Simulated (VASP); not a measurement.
# Ga2O (Ibam) in VASP: single point with r2SCAN

Aim: the single point of Ga2O with r2SCAN.

Program: VASP 6.6.1. These are calculated values, not measurements. Logs are shortened: lines on timing, memory, paths and dates and some standing lists are left out, and cuts for length are marked.

### 1 The cell of the first run

Symmetry: Ibam, No. 72, orthorhombic system. Conventional cell: a = 4.554 Å, b = 8.013 Å, c = 5.481 Å, α = 90.00°, β = 90.00°, γ = 90.00°. Within 2.7 Å of Ga (site symmetry m) lie 2 O at 2.05 Å and 2 Ga at 2.64 Å. Within 2.8 Å of O (site symmetry 222) lie 4 Ga at 2.05 Å and 2 O at 2.74 Å.

### 2 Single point, r2SCAN

Contents of POSCAR:

```
Ga2O
1.0
   -2.2767765048      4.0067283448      2.7407062228
    2.2767765048     -4.0067283448      2.7407062228
    2.2767765048      4.0067283448     -2.7407062228
Ga O
4 2
Direct
    0.1668357404      0.3376592390      0.5044949794
    0.6668357404      0.1623407610      0.8291765015
    0.8331642596      0.6623407610      0.4955050206
    0.3331642596      0.8376592390      0.1708234985
    0.7500000000      0.2500000000      0.5000000000
    0.2500000000      0.7500000000      0.5000000000
```

Contents of INCAR.step1:

```
SYSTEM = Ga2O
  PREC = Accurate
  ENCUT = 520
  ISMEAR = 0
  SIGMA = 0.1
  LREAL = .False.
  LASPH = .True.
  NELM = 100
  NBANDS = 41
  GGA = PE
  ALGO = Normal
  EDIFF = 1E-4
  LWAVE = .True.
  LCHARG = .False.
```

Contents of INCAR.step2:

```
SYSTEM = Ga2O
  PREC = Accurate
  ENCUT = 520
  EDIFF = 1E-7
  ISMEAR = 0
  SIGMA = 0.1
  LREAL = .False.
  LASPH = .True.
  NELM = 100
  ALGO = Normal
  ISIF = 2
  LWAVE = .False.
  LCHARG = .False.
  METAGGA = R2SCAN
  LMIXTAU = .True.
  NBANDS = 41
  ISTART = 1
```

Contents of KPOINTS:

```
Automatic mesh
0
Gamma
  10 10 10
  0 0 0
```

Potentials or basis: VASP PAW PBE potentials, release 64 (Ga_d, O).

The run is started by

```
cat potpaw_PBE.64/Ga_d/POTCAR potpaw_PBE.64/O/POTCAR > POTCAR
cp INCAR.step1 INCAR
mpirun -np 1 vasp_std > vasp.out
cp INCAR.step2 INCAR
mpirun -np 1 vasp_std > vasp.out
```

OUTCAR:

```text
SYSTEM = Ga2O
   PREC = Accurate
   ENCUT = 520
   EDIFF = 1E-7
   ISMEAR = 0
   LREAL = .False.
   LASPH = .True.
   NELM = 100
   ISIF = 2
   METAGGA = R2SCAN
   ISTART = 1

 ion  position               nearest neighbor table
   1  0.167  0.338  0.504-   6 2.05   5 2.05   4 2.64   4 2.64
   2  0.667  0.162  0.829-   6 2.05   5 2.05   3 2.64   3 2.64
   3  0.833  0.662  0.496-   5 2.05   6 2.05   2 2.64   2 2.64
   4  0.333  0.838  0.171-   5 2.05   6 2.05   1 2.64   1 2.64
   5  0.750  0.250  0.500-   3 2.05   1 2.05   4 2.05   2 2.05
   6  0.250  0.750  0.500-   1 2.05   3 2.05   2 2.05   4 2.05

  LATTYP: Found a body centered orthorhombic cell.
 ALAT       =     4.5535530096
 B/A-ratio  =     1.2037660337
 C/A-ratio  =     1.7598250581

  Lattice vectors:

 A1 = (   2.2767765048,  -4.0067283448,  -2.7407062228)
 A2 = (  -2.2767765048,  -4.0067283448,   2.7407062228)
 A3 = (  -2.2767765048,   4.0067283448,  -2.7407062228)

Analysis of symmetry for initial positions (statically):
=====================================================================
 Subroutine PRICEL returns:
 Original cell was already a primitive cell.

 Routine SETGRP: Setting up the symmetry group for a
 body centered orthorhombic supercell.

 Subroutine GETGRP returns: Found  8 space group operations
 (whereof  4 operations were pure point group operations)
 out of a pool of  8 trial point group operations.

The static configuration has the point symmetry C_2h.
 The point group associated with its full space group is D_2h.

Analysis of symmetry for dynamics (positions and initial velocities):
=====================================================================
 Subroutine PRICEL returns:
 Original cell was already a primitive cell.

 Routine SETGRP: Setting up the symmetry group for a
 body centered orthorhombic supercell.

 Subroutine GETGRP returns: Found  8 space group operations
 (whereof  4 operations were pure point group operations)
 out of a pool of  8 trial point group operations.

The dynamic configuration has the point symmetry C_2h.
 The point group associated with its full space group is D_2h.

 Subroutine INISYM returns: Found  8 space group operations
 (whereof  4 operations are pure point group operations),
 and found     1 'primitive' translations

----------------------------------------------------------------------------------------

                                     Primitive cell

  volume of cell :     100.0075

  direct lattice vectors                    reciprocal lattice vectors
    -2.276776505  4.006728345  2.740706223     0.000000000  0.124790092  0.182434730
     2.276776505 -4.006728345  2.740706223     0.219608731  0.000000000  0.182434730
     2.276776505  4.006728345 -2.740706223     0.219608731  0.124790092  0.000000000

  length of vectors
     5.361814421  5.361814421  5.361814421     0.221031667  0.285500308  0.252587731

  position of ions in fractional coordinates (direct lattice)
     0.166835740  0.337659239  0.504494979
     0.666835740  0.162340761  0.829176502
     0.833164260  0.662340761  0.495505021
     0.333164260  0.837659239  0.170823498
     0.750000000  0.250000000  0.500000000
     0.250000000  0.750000000  0.500000000

  ion indices of the primitive-cell ions
   primitive index   ion index
                 1           1
                 2           2
                 3           3
                 4           4
                 5           5
                 6           6

----------------------------------------------------------------------------------------

 KPOINTS: Automatic mesh

Automatic generation of k-mesh.
 Grid dimensions read from file:
 generate k-points for:   10   10   10

 Generating k-lattice:

  Cartesian coordinates                     Fractional coordinates (reciprocal lattice)
     0.000000000  0.012479009  0.018243473     0.100000000  0.000000000 -0.000000000
     0.021960873  0.000000000  0.018243473     0.000000000  0.100000000  0.000000000
     0.021960873  0.012479009  0.000000000    -0.000000000  0.000000000  0.100000000

  Length of vectors
     0.022103167  0.028550031  0.025258773

  Shift w.r.t. Gamma in fractional coordinates (k-lattice)
     0.000000000  0.000000000  0.000000000

 Subroutine IBZKPT returns following result:
 ===========================================

 Found    171 irreducible k-points:

 Following reciprocal coordinates:
            Coordinates               Weight
  0.000000  0.000000  0.000000      1.000000
  0.100000  0.000000 -0.000000      4.000000
  0.200000  0.000000 -0.000000      4.000000
  0.300000  0.000000  0.000000      4.000000
  0.400000  0.000000 -0.000000      4.000000
  0.500000  0.000000 -0.000000      2.000000
[... 16 lines left out ...]
 -0.400000  0.200000  0.000000      8.000000
 -0.300000  0.200000 -0.000000      8.000000
 [... further k-points ...]
   k-points           NKPTS =    171   k-points in BZ     NKDIM =    171   number of bands    NBANDS=     41
   number of dos      NEDOS =    301   number of ions     NIONS =      6
   total plane-waves  NPLWV =  64000
   dimension x,y,z NGX =    40 NGY =   40 NGZ =   40
   dimension x,y,z NGXF=    80 NGYF=   80 NGZF=   80
   ions per type =               4   2
   NGX,Y,Z   is equivalent  to a cutoff of  12.40, 12.40, 12.40 a.u.
   NGXF,Y,Z  is equivalent  to a cutoff of  24.80, 24.80, 24.80 a.u.
 SYSTEM =  Ga2O
   PREC   = accura    normal or accurate (medium, high low for compatibility)
   ISTART =      1    job   : 0-new  1-cont  2-samecut
   ICHARG =      0    charge: 1-file 2-atom 10-const
   ISPIN  =      1    spin polarized calculation?
   LNONCOLLINEAR =      F non collinear calculations
   LSORBIT =      F    spin-orbit coupling
   LASPH  =      T    aspherical Exc in radial PAW
   ENCUT  =  520.0 eV  38.22 Ry    6.18 a.u.   9.97  9.97  9.97*2*pi/ulx,y,z
   NELM   =    100;   NELMIN=  2; NELMDL=  0     # of ELM steps
   EDIFF  = 0.1E-06   stopping-criterion for ELM
   LREAL  =      F    real-space projection
   EDIFFG = 0.1E-05   stopping-criterion for IOM
   NSW    =      0    number of steps for IOM
   IBRION =     -1    ionic relax: 0-MD 1-quasi-New 2-CG
   NFREE  =      0    steps in history (QN), initial steepest desc. (CG)
   ISIF   =      2    stress and relaxation
   ISYM   =      2    0-nonsym 1-usesym 2-fastsym
   POTIM  = 0.5000    time-step for ionic-motion
   TEBEG  =    0.0;   TEEND  =   0.0 temperature during run
   PSTRESS=    0.0 pullay stress
   NELECT =      64.0000    total number of electrons
   NUPDOWN=      -1.0000    fix difference up-down
   EMIN   =  10.00;   EMAX   =-10.00  energy-range for DOS
   EFERMI =   0.00;   METHOD = LEGACY
   ISMEAR =     0;   SIGMA  =   0.10  broadening in eV -4-tet -1-fermi 0-gaus
   EFERMI_NEDOS =   21; number of points for ismear=-14 and -15
   IALGO  =     38    algorithm
   IMIX   =      4    mixing-type and parameters
     AMIX     =   0.40;   BMIX     =  1.00
     AMIX_MAG =   1.60;   BMIX_MAG =  1.00
  volume/ion in A,a.u.               =      16.67       112.48
  Fermi-wavevector in a.u.,A,eV,Ry     =   1.410773  2.665975 27.079421  1.990281
  Thomas-Fermi vector in A             =   2.532693
   LORBIT       =      0    0 simple, 1 ext, 2 COOP (PROOUT), +10 PAW based schemes
   METAGGA = R2SCAN    functional components
   LHFCALC =     F    Hartree Fock is set to
   AEXX    =    0.0000 exact exchange contribution
   IVDW    =     0    specifies the selected vdW correction
   LEPSILON=     F    determine dielectric tensor
   LRPA    =     F    only Hartree local field effects (RPA)
 non-spin polarized calculation
 Gauss-broadening in eV      SIGMA  =   0.10
  energy-cutoff  :      520.00
  volume of cell :      100.01
 maximum number of plane-waves:      2714
   NGX = 19   NGY = 19   NGZ = 19

 number of electron      63.9999985 magnetization

 Free energy of the ion-electron system (eV)
  ---------------------------------------------------
  ext. energy  EPLUGINS =         0.00000000
  ---------------------------------------------------
  free energy    TOTEN  =       -63.21206901 eV

  energy without entropy =      -63.20915445  energy(sigma->0) =      -63.21061173

 E-fermi :   4.3447     XC(G=0): -11.0973

 val. band max:        4.3380247993   @ k =   0.4000  -0.4000   0.2000
 cond. band min:       4.3673405374   @ k =   0.5000  -0.4000   0.2000
 fundamental gap:      0.0293157382
 Fermi energy:         4.3446574990

 k-point     1 :       0.0000    0.0000    0.0000
  band No.  band energies     occupation
      1     -16.9933      2.00000
      2     -16.2701      2.00000
      3     -11.2170      2.00000
      4     -11.1669      2.00000
      5     -11.1491      2.00000
      6     -11.1472      2.00000
[... 33 lines left out ...]
     40      10.6044      0.00000
     41      11.3659      0.00000

 k-point     2 :       0.1000    0.0000   -0.0000
  band No.  band energies     occupation
      1     -16.9749      2.00000
      2     -16.2871      2.00000
      3     -11.2145      2.00000
      4     -11.1672      2.00000
      5     -11.1590      2.00000
      6     -11.1469      2.00000
[... 33 lines left out ...]
     40      10.8650      0.00000
     41      11.3941      0.00000

 k-point     3 :       0.2000    0.0000   -0.0000
  band No.  band energies     occupation
      1     -16.9215      2.00000
      2     -16.3363      2.00000
      3     -11.2078      2.00000
      4     -11.1725      2.00000
      5     -11.1668      2.00000
      6     -11.1490      2.00000
[... 33 lines left out ...]
     40      11.3718      0.00000
     41      11.5783      0.00000

 k-point     4 :       0.3000    0.0000    0.0000
  band No.  band energies     occupation
      1     -16.8390      2.00000
      2     -16.4137      2.00000
      3     -11.1983      2.00000
      4     -11.1817      2.00000
      5     -11.1650      2.00000
      6     -11.1537      2.00000
[... 825 lines left out ...]
     40      11.2183      0.00000
     41      11.8193      0.00000

 k-point    23 :      -0.4000    0.2000    0.0000
  band No.  band energies     occupation
      1     -16.8979      2.00000
      2     -16.3328      2.00000
      3     -11.2165      2.00000
      4     -11.1843      2.00000
      5     -11.1768      2.00000
      6     -11.1588      2.00000
[... 33 lines left out ...]
     40      11.5193      0.00000
     41      12.5558      0.00000

 k-point    24 :      -0.3000    0.2000   -0.0000
  band No.  band energies     occupation
      1     -16.9526      2.00000
      2     -16.2823      2.00000
      3     -11.2240      2.00000
      4     -11.1779      2.00000
      5     -11.1732      2.00000
      6     -11.1526      2.00000
[... 33 lines left out ...]
     40      11.6016      0.00000
     41      11.8277      0.00000

 [... further k-points ...]

------------------------ aborting loop because EDIFF is reached ----------------------------------------

  FORCE on cell =-STRESS in cart. coord.  units (eV):
  Direction    XX          YY          ZZ          XY          YZ          ZX
  --------------------------------------------------------------------------------------
  -------------------------------------------------------------------------------------
  Total       -2.0143355     -2.8606753     -2.2420804     -0.0000000      0.0000000      0.0000000
  in kB      -32.2707915    -45.8296317    -35.9193922     -0.0000000      0.0000000      0.0000000
  external PRESSURE =     -38.0066051 kB  Pullay stress =       0.0000000 kB

 VOLUME and BASIS-vectors are now :
 -----------------------------------------------------------------------------
  energy-cutoff  :      520.00
  volume of cell :      100.01
      direct lattice vectors                 reciprocal lattice vectors
    -2.276776505  4.006728345  2.740706223     0.000000000  0.124790092  0.182434730
     2.276776505 -4.006728345  2.740706223     0.219608731  0.000000000  0.182434730
     2.276776505  4.006728345 -2.740706223     0.219608731  0.124790092  0.000000000

 POSITION                                       TOTAL-FORCE (eV/Angst)
 -----------------------------------------------------------------------------------
      1.53755      1.33693      0.00000         0.193336     -0.156465     -0.000000
      0.73923      5.34366     -0.00000        -0.193336     -0.156465      0.000000
      0.73923      2.66980      2.74071        -0.193336      0.156465     -0.000000
      1.53755     -1.33693      2.74071         0.193336      0.156465     -0.000000
      0.00000      4.00673      1.37035        -0.000000     -0.000000     -0.000000
      2.27678     -0.00000      1.37035        -0.000000     -0.000000     -0.000000
 -----------------------------------------------------------------------------------
    total drift:                                0.000000      0.000000      0.000000

  FREE ENERGIE OF THE ION-ELECTRON SYSTEM (eV)
  ---------------------------------------------------
  free  energy   TOTEN  =       -63.2120690104 eV

  energy  without entropy=      -63.2091544530  energy(sigma->0) =      -63.21061173
```

It took 66 min on 1 thread of Oxide Virtual Turin-like, shared host; peak memory 0.59 GiB.

What came out:

| Quantity | Value |
| --- | --- |
| Free energy | -63.2121 eV |
| Pressure | -3.8 GPa |
| Largest force | 0.249 eV/Å |
| Band gap on the k mesh | zero (bands 32 and 33 overlap by 1.31 eV) |

Forces on the atoms (eV/Å):
```
Ga   0.193 -0.156  0.000
Ga  -0.193 -0.156  0.000
Ga  -0.193  0.156  0.000
Ga   0.193  0.156  0.000
O    0.000  0.000  0.000
O    0.000  0.000  0.000
```

Levels at points of the mesh, in eV from the Fermi level:
```
           k point  band 28  band 29  band 30  band 31  band 32  band 33  band 34  band 35  band 36  band 37
(0.00, 0.00, 0.00)    -4.46    -3.93    -3.74    -1.14    -0.16     1.63     2.69     2.99     3.14     5.75
(0.50, 0.00, 0.00)    -5.13    -3.84    -3.84    -0.30    -0.30     1.72     1.72     2.92     2.92     4.72
(0.00, 0.50, 0.00)    -5.83    -3.15    -3.15    -2.76    -2.76     2.77     2.77     4.91     4.91     5.78
(0.50, 0.50, 0.00)    -4.50    -3.73    -2.95    -2.48    -1.51     0.93     2.63     2.65     3.13     3.62
(0.50, 0.50, 0.50)    -3.70    -3.15    -2.71    -1.95    -1.14     0.15     0.42     2.35     4.27     5.14
```

Caveat: the cell stands under tension; the PAW data sets were made with another functional, which shifts forces and pressure a little.
